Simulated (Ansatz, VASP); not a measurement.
# InSb in VASP and in Ansatz

File INCAR:

```
SYSTEM = InSb
  ALGO = Normal
  EDIFF = 1E-8
  ENCUT = 520
  GGA = PE
  ISIF = 2
  ISMEAR = -1
  LASPH = .TRUE.
  LCHARG = .FALSE.
  LEFG = .TRUE.
  LREAL = .FALSE.
  LWAVE = .FALSE.
  NBANDS = 16
  NELM = 100
  PREC = Accurate
  SIGMA = 0.03
```

KPOINTS

```
k-points
0
G
  10 10 10
  0 0 0
```

File POSCAR:

```
InSb
1.0
    0.0000000000      3.1729773647      3.1729773647
    3.1729773647      0.0000000000      3.1729773647
    3.1729773647      3.1729773647      0.0000000000
In Sb
1 1
Direct
    0.0000000000      0.0000000000      0.0000000000
    0.7500000000      0.7500000000      0.7500000000
```

Input for Ansatz:

```yaml
crystal:
  lattice:
    - [0.0, 3.1729773647, 3.1729773647]
    - [3.1729773647, 0.0, 3.1729773647]
    - [3.1729773647, 3.1729773647, 0.0]
  atoms:
    - { symbol: In, position: [0.0, 0.0, 0.0] }
    - { symbol: Sb, position: [0.75, 0.75, 0.75] }
kpoints:
  mp_grid: { grid: [10, 10, 10] }
scf:
  occupations: { method: fermi_dirac, width: 0.03 }
hamiltonian:
  xc: pbe
  pseudopotentials: { kind: paw }
output:
  forces: true
  stress: true
  eigenvalues: true
  efg: { contact_densities: true }
```

Change from the starting cell: volume scaled by 0.94, PAW files.

Alike in both runs: task electric field gradients; functional PBE; k mesh 10 × 10 × 10; occupations fermi-dirac, width 0.03 eV; no spin polarisation.

|  | VASP | Ansatz |
| --- | --- | --- |
| version | VASP 6.6.1 | Ansatz 0.2.0 |
| potentials or method | VASP PAW PBE potentials, release 64 (In_d, Sb) | PAW with Ansatz's default frozen-core files, scalar-relativistic |
| plane-wave cutoff (eV) | 520 | 420 |
| valence electrons in the cell | 18 | 28 |

|  | VASP | Ansatz | Ansatz less VASP |
| --- | --- | --- | --- |
| pressure (GPa) | 6.8 | 6.8 | +0.02 |

The functional is the same, so the differences come from potentials, cutoffs and numerics. VASP's potentials hold 18 valence electrons a cell and Ansatz's 28, so a difference there can come from the potentials and not from the codes.

Spin-orbit coupling is off throughout.
